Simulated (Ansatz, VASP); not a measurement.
## Two plane-wave programs on TiH6

```
Ti H
1.0
     0.00000    2.68358    2.68358
     2.68358    0.00000    2.68358
     2.68358    2.68358    0.00000
Ti H
1 6
Cartesian
  2.6836 2.6836 2.6836
  0.0000 1.3418 1.3418
  2.6836 1.3418 1.3418
  1.3418 0.0000 1.3418
  1.3418 2.6836 1.3418
  1.3418 1.3418 0.0000
  1.3418 1.3418 2.6836
```

Alike in both runs: functional PBE; k mesh 6 × 6 × 6; occupations gaussian, width 0.1 eV; no spin polarisation.

Ansatz relaxed the structure, and its values are those at the end. VASP's run is a single point on that final structure, the one shown.

|  | VASP | Ansatz |
| --- | --- | --- |
| version | VASP 6.6.1 | Ansatz 0.2.0 |
| potentials or method | VASP PAW PBE potentials, release 64 (Ti_sv, H), cutoff 500 eV | scalar-relativistic, plane waves, PAW |
| valence electrons in the cell | 18 | 18 |

|  | VASP | Ansatz | Ansatz less VASP |
| --- | --- | --- | --- |
| gap on the k mesh at the Fermi level (eV) | none | none | - |
| pressure (GPa) | -0.5 | -0.2 | +0.23 |

A gap of «none» marks a metal or a gap that the smearing closes.
